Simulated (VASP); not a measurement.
# FeGe (P6/mmm) in VASP: single point with PBEsol

Aim: the single point of FeGe with PBEsol.

All numbers are computed with VASP 6.6.1; they aren't measurements. Logs are shortened: lines on timing, memory, paths and dates and some standing lists are left out, and cuts for length are marked.

### 1 The cell of the first run

The structure is hexagonal, space group P6/mmm (No. 191). The conventional cell has a = 4.897 Å, b = 4.897 Å, c = 3.981 Å, α = 90.00°, β = 90.00°, γ = 120.00°. Fe (site symmetry mmm) has 6 Ge at 2.44 to 2.45 Å and 4 Fe at 2.45 Å within 3.2 Å. Ge (site symmetry 6/mmm) has 6 Fe at 2.45 Å within 3.2 Å. Within 3.2 Å of Ge (site symmetry -6m2) lie 6 Fe at 2.44 Å and 3 Ge at 2.83 Å.

### 2 Single point, PBEsol, collinear spin, ferromagnetic start

Input file INCAR:

```
PREC = Accurate
ENCUT = 520
EDIFF = 1E-6
ISMEAR = 0
SIGMA = 0.05
LREAL = F
LASPH = T
NELM = 150
ALGO = Normal
ISIF = 2
LWAVE = F
LCHARG = F
ISPIN = 2
MAGMOM = 2.5 2.5 2.5 0 0 0
LORBIT = 11
LMAXMIX = 4
GGA = PS
NBANDS = 46
```

Input file KPOINTS:

```
regular mesh
0
Gamma
  8 8 8
```

Input file POSCAR:

```
FeGe
1.0
    4.8968164909      0.0000000000      0.0000000000
   -2.4484082455      4.2407674788      0.0000000000
    0.0000000000      0.0000000000      3.9810268878
Fe Ge
3 3
Direct
    0.5000000000      0.0000000000      0.0000000000
    0.5000000000      0.5000000000      0.0000000000
    0.0000000000      0.5000000000      0.0000000000
    0.0000000000      0.0000000000      0.0000000000
    0.3333333333      0.6666666667      0.5000000000
    0.6666666667      0.3333333333      0.5000000000
```

Potentials or basis: VASP PAW PBE potentials, release 64 (Fe, Ge_d).

The run is started by

```
> cat potpaw_PBE.64/Fe/POTCAR potpaw_PBE.64/Ge_d/POTCAR > POTCAR
> mpirun -np 1 vasp_std > vasp.out
```

OUTCAR:

```text
PREC = Accurate
   ENCUT = 520
   EDIFF = 1E-6
   ISMEAR = 0
   LREAL = F
   LASPH = T
   NELM = 150
   ISIF = 2
   ISPIN = 2
   LORBIT = 11
   GGA = PS

 ion  position               nearest neighbor table
   1  0.500  0.000  0.000-   5 2.44   6 2.44   5 2.44   6 2.44   3 2.45   3 2.45   4 2.45   4 2.45
                             2 2.45   2 2.45
   2  0.500  0.500  0.000-   5 2.44   6 2.44   5 2.44   6 2.44   4 2.45   4 2.45   3 2.45   3 2.45
                             1 2.45   1 2.45
   3  0.000  0.500  0.000-   5 2.44   6 2.44   5 2.44   6 2.44   1 2.45   1 2.45   2 2.45   2 2.45
                             4 2.45   4 2.45
   4  0.000  0.000  0.000-   2 2.45   2 2.45   1 2.45   1 2.45   3 2.45   3 2.45
   5  0.333  0.667  0.500-   3 2.44   3 2.44   1 2.44   1 2.44   2 2.44   2 2.44   6 2.83   6 2.83
                             6 2.83
   6  0.667  0.333  0.500-   3 2.44   3 2.44   1 2.44   1 2.44   2 2.44   2 2.44   5 2.83   5 2.83
                             5 2.83

  LATTYP: Found a hexagonal cell.
 ALAT       =     4.8968164909
 C/A-ratio  =     0.8129826583

  Lattice vectors:

 A1 = (   4.8968164909,   0.0000000000,   0.0000000000)
 A2 = (  -2.4484082455,   4.2407674788,   0.0000000000)
 A3 = (   0.0000000000,   0.0000000000,   3.9810268878)

Analysis of symmetry for initial positions (statically):
=====================================================================
 Subroutine PRICEL returns:
 Original cell was already a primitive cell.

 Routine SETGRP: Setting up the symmetry group for a
 hexagonal supercell.

 Subroutine GETGRP returns: Found 24 space group operations
 (whereof 24 operations were pure point group operations)
 out of a pool of 24 trial point group operations.

The static configuration has the point symmetry D_6h.

Analysis of symmetry for dynamics (positions and initial velocities):
=====================================================================
 Subroutine PRICEL returns:
 Original cell was already a primitive cell.

 Routine SETGRP: Setting up the symmetry group for a
 hexagonal supercell.

 Subroutine GETGRP returns: Found 24 space group operations
 (whereof 24 operations were pure point group operations)
 out of a pool of 24 trial point group operations.

The dynamic configuration has the point symmetry D_6h.

Analysis of structural, dynamic, and magnetic symmetry:
=====================================================================
 Subroutine PRICEL returns:
 Original cell was already a primitive cell.

 Routine SETGRP: Setting up the symmetry group for a
 hexagonal supercell.

 Subroutine GETGRP returns: Found 24 space group operations
 (whereof 24 operations were pure point group operations)
 out of a pool of 24 trial point group operations.

The overall configuration has the point symmetry D_6h.

 Subroutine INISYM returns: Found 24 space group operations
 (whereof 24 operations are pure point group operations),
 and found     1 'primitive' translations

----------------------------------------------------------------------------------------

                                     Primitive cell

  volume of cell :      82.6710

  direct lattice vectors                    reciprocal lattice vectors
     4.896816491  0.000000000  0.000000000     0.204214310  0.117903187  0.000000000
    -2.448408246  4.240767479  0.000000000     0.000000000  0.235806373  0.000000000
     0.000000000  0.000000000  3.981026888     0.000000000  0.000000000  0.251191471

  length of vectors
     4.896816491  4.896816491  3.981026888     0.235806373  0.235806373  0.251191471

  position of ions in fractional coordinates (direct lattice)
     0.500000000  0.000000000  0.000000000
     0.500000000  0.500000000  0.000000000
     0.000000000  0.500000000  0.000000000
     0.000000000  0.000000000  0.000000000
     0.333333333  0.666666667  0.500000000
     0.666666667  0.333333333  0.500000000

  ion indices of the primitive-cell ions
   primitive index   ion index
                 1           1
                 2           2
                 3           3
                 4           4
                 5           5
                 6           6

[... 53 lines left out ...]
   k-points           NKPTS =     50   k-points in BZ     NKDIM =     50   number of bands    NBANDS=     46
   number of dos      NEDOS =    301   number of ions     NIONS =      6
   total plane-waves  NPLWV =  38880
   dimension x,y,z NGX =    36 NGY =   36 NGZ =   30
   dimension x,y,z NGXF=    72 NGYF=   72 NGZF=   60
   ions per type =               3   3
   NGX,Y,Z   is equivalent  to a cutoff of  12.22, 12.22, 12.53 a.u.
   NGXF,Y,Z  is equivalent  to a cutoff of  24.44, 24.44, 25.06 a.u.
 SYSTEM =  unknown system
   PREC   = accura    normal or accurate (medium, high low for compatibility)
   ISTART =      0    job   : 0-new  1-cont  2-samecut
   ICHARG =      2    charge: 1-file 2-atom 10-const
   ISPIN  =      2    spin polarized calculation?
   LNONCOLLINEAR =      F non collinear calculations
   LSORBIT =      F    spin-orbit coupling
   LASPH  =      T    aspherical Exc in radial PAW
   ENCUT  =  520.0 eV  38.22 Ry    6.18 a.u.   9.10  9.10  7.40*2*pi/ulx,y,z
   NELM   =    150;   NELMIN=  2; NELMDL= -5     # of ELM steps
   EDIFF  = 0.1E-05   stopping-criterion for ELM
   LREAL  =      F    real-space projection
   EDIFFG = 0.1E-04   stopping-criterion for IOM
   NSW    =      0    number of steps for IOM
   IBRION =     -1    ionic relax: 0-MD 1-quasi-New 2-CG
   NFREE  =      0    steps in history (QN), initial steepest desc. (CG)
   ISIF   =      2    stress and relaxation
   ISYM   =      2    0-nonsym 1-usesym 2-fastsym
   POTIM  = 0.5000    time-step for ionic-motion
   TEBEG  =    0.0;   TEEND  =   0.0 temperature during run
   PSTRESS=    0.0 pullay stress
   NELECT =      66.0000    total number of electrons
   NUPDOWN=      -1.0000    fix difference up-down
   EMIN   =  10.00;   EMAX   =-10.00  energy-range for DOS
   EFERMI =   0.00;   METHOD = LEGACY
   ISMEAR =     0;   SIGMA  =   0.05  broadening in eV -4-tet -1-fermi 0-gaus
   EFERMI_NEDOS =   21; number of points for ismear=-14 and -15
   IALGO  =     38    algorithm
   IMIX   =      4    mixing-type and parameters
     AMIX     =   0.40;   BMIX     =  1.00
     AMIX_MAG =   1.60;   BMIX_MAG =  1.00
  volume/ion in A,a.u.               =      13.78        92.98
  Fermi-wavevector in a.u.,A,eV,Ry     =   1.518699  2.869925 31.381107  2.306446
  Thomas-Fermi vector in A             =   2.627784
   LORBIT       =     11    0 simple, 1 ext, 2 COOP (PROOUT), +10 PAW based schemes
   GGA     = PS    functional components
   LHFCALC =     F    Hartree Fock is set to
   AEXX    =    0.0000 exact exchange contribution
   IVDW    =     0    specifies the selected vdW correction
   LEPSILON=     F    determine dielectric tensor
   LRPA    =     F    only Hartree local field effects (RPA)
 spin polarized calculation
 Gauss-broadening in eV      SIGMA  =   0.05
  energy-cutoff  :      520.00
  volume of cell :       82.67
 maximum number of plane-waves:      2247
   NGX = 19   NGY = 19   NGZ = 15

 number of electron      65.9999972 magnetization       3.8218959

 Free energy of the ion-electron system (eV)
  ---------------------------------------------------
  ext. energy  EPLUGINS =         0.00000000
  ---------------------------------------------------
  free energy    TOTEN  =       -42.77638895 eV

  energy without entropy =      -42.76993224  energy(sigma->0) =      -42.77316059

 E-fermi :   7.3253     XC(G=0): -12.4838

 val. band max:        7.3236268021   @ k =   0.2500   0.0000   0.1250
 cond. band min:       7.3416680132   @ k =   0.3750   0.0000   0.2500
 fundamental gap:      0.0180412111
 Fermi energy:         7.3253353582

 spin component 1

 k-point     1 :       0.0000    0.0000    0.0000
  band No.  band energies     occupation
      1     -17.5556      1.00000
      2     -17.4775      1.00000
      3     -17.4775      1.00000
      4     -17.3851      1.00000
      5     -17.3851      1.00000
      6     -17.3575      1.00000
[... 1141 lines left out ...]
     44      14.8832      0.00000
     45      15.7190      0.00000

 [... further k-points ...]

 spin component 2

 k-point     1 :       0.0000    0.0000    0.0000
  band No.  band energies     occupation
      1     -17.5640      1.00000
      2     -17.4909      1.00000
      3     -17.4909      1.00000
      4     -17.3942      1.00000
      5     -17.3942      1.00000
      6     -17.3726      1.00000
[... 1141 lines left out ...]
     44      15.1596      0.00000
     45      15.9459      0.00000

 [... further k-points ...]

 [bands above 45 left out]

------------------------ aborting loop because EDIFF is reached ----------------------------------------

  FORCE on cell =-STRESS in cart. coord.  units (eV):
  Direction    XX          YY          ZZ          XY          YZ          ZX
  --------------------------------------------------------------------------------------
  -------------------------------------------------------------------------------------
  Total        0.0859543      0.0859543      0.0614177     -0.0000000     -0.0000000      0.0000000
  in kB        1.6658071      1.6658071      1.1902850     -0.0000000     -0.0000000      0.0000000
  external PRESSURE =       1.5072997 kB  Pullay stress =       0.0000000 kB

 VOLUME and BASIS-vectors are now :
 -----------------------------------------------------------------------------
  energy-cutoff  :      520.00
  volume of cell :       82.67
      direct lattice vectors                 reciprocal lattice vectors
     4.896816491  0.000000000  0.000000000     0.204214310  0.117903187  0.000000000
    -2.448408246  4.240767479  0.000000000     0.000000000  0.235806373  0.000000000
     0.000000000  0.000000000  3.981026888     0.000000000  0.000000000  0.251191471

 POSITION                                       TOTAL-FORCE (eV/Angst)
 -----------------------------------------------------------------------------------
      2.44841      0.00000      0.00000        -0.000000      0.000000      0.000000
      1.22420      2.12038      0.00000        -0.000000      0.000000      0.000000
     -1.22420      2.12038      0.00000        -0.000000      0.000000      0.000000
      0.00000      0.00000      0.00000        -0.000000      0.000000      0.000000
     -0.00000      2.82718      1.99051         0.000000     -0.000000      0.000000
      2.44841      1.41359      1.99051        -0.000000      0.000000      0.000000
 -----------------------------------------------------------------------------------
    total drift:                                0.000000      0.000000     -0.000000

  FREE ENERGIE OF THE ION-ELECTRON SYSTEM (eV)
  ---------------------------------------------------
  free  energy   TOTEN  =       -42.7763889452 eV

  energy  without entropy=      -42.7699322401  energy(sigma->0) =      -42.77316059

 total charge

# of ion       s       p       d       tot
------------------------------------------
    1        0.459   0.615   6.471   7.546
    2        0.459   0.615   6.471   7.546
    3        0.459   0.615   6.471   7.546
    4        1.143   1.170  10.072  12.384
    5        1.122   1.234  10.100  12.457
    6        1.122   1.234  10.100  12.457
--------------------------------------------------
tot          4.766   5.484  49.685  59.935

 magnetization (x)

# of ion       s       p       d       tot
------------------------------------------
    1        0.004   0.003   1.333   1.340
    2        0.004   0.003   1.333   1.340
    3        0.004   0.003   1.333   1.340
    4       -0.003  -0.079   0.008  -0.075
    5       -0.008  -0.047   0.000  -0.054
    6       -0.008  -0.047   0.000  -0.054
--------------------------------------------------
tot         -0.007  -0.164   4.007   3.836
```

It took 6.1 min on 1 thread of AMD EPYC 7R13 (Zen 3), shared host; peak memory 0.37 GiB.

What came out:

```yaml
Free_energy: -42.7764 eV
Pressure: 0.2 GPa
Net_moment: 3.82 μB per cell
Site_moments: Fe +1.34; Ge -0.07, -0.05 (each value once) μB
Valence_electrons_inside_the_program's_atomic_spheres: Fe 7.55; Ge 12.38, 12.46 (each value once)
```

Caveat: the PAW data sets were made with another functional, which shifts forces and pressure a little.
